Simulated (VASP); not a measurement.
Here is a VASP 6.6.1 calculation.

The input INCAR:

```
SYSTEM = W
PREC = Accurate
ENCUT = 520
EDIFF = 1E-6
ISMEAR = 0
SIGMA = 0.15
LREAL = .False.
LASPH = .True.
NELM = 60
ALGO = Fast
ISIF = 2
LWAVE = .False.
LCHARG = .False.
GGA = PE
NBANDS = 66
```

File KPOINTS:

```
Automatic mesh
0
Gamma
  10 10 10
  0 0 0
```

POSCAR

```
W
1.0
   -3.1946000000     -3.1946000000      3.1946000000
   -3.1946000000      3.1946000000     -3.1946000000
    3.1946000000     -3.1946000000     -3.1946000000
W
8
Direct
    0.5361453872      0.5000000000      0.5000000000
    0.0000000000      0.5000000000      0.5000000000
    0.5000000000      0.0000000000      0.5000000000
    0.0000000000      0.0000000000      0.5000000000
    0.5000000000      0.5000000000      0.0000000000
    0.0000000000      0.5000000000      0.0000000000
    0.5000000000      0.0000000000      0.0000000000
    0.0000000000      0.0000000000      0.0000000000
```

Potentials or basis: VASP PAW PBE potentials, release 64 (W_sv).

Run with:

```bash
$ cat potpaw_PBE.64/W_sv/POTCAR > POTCAR
$ mpirun -np 1 vasp_std > vasp.out
```

Task: What does it give for the pressure?

Result: -1.2 GPa.

Task: Predict the band gap on the k mesh.

Result: Zero (bands 56 and 57 overlap by 1.20 eV).

Task: What does it give for the largest force?

Result: 3.232 eV/Å.

Stress tensor (GPa, compression positive):
```
-1.24  0.12 -0.12
 0.12 -1.24 -0.12
-0.12 -0.12 -1.24
```

Caveat: the cell differs from its parent crystal (atom 1 (W) moved -0.200 Å towards its neighbour atom 2 (W) at 2.767 Å); spin-orbit coupling is left out, which moves the levels of the heavy elements; forces of over 1 eV/Å act on the atoms, so gaps and moduli don't describe the material at rest.
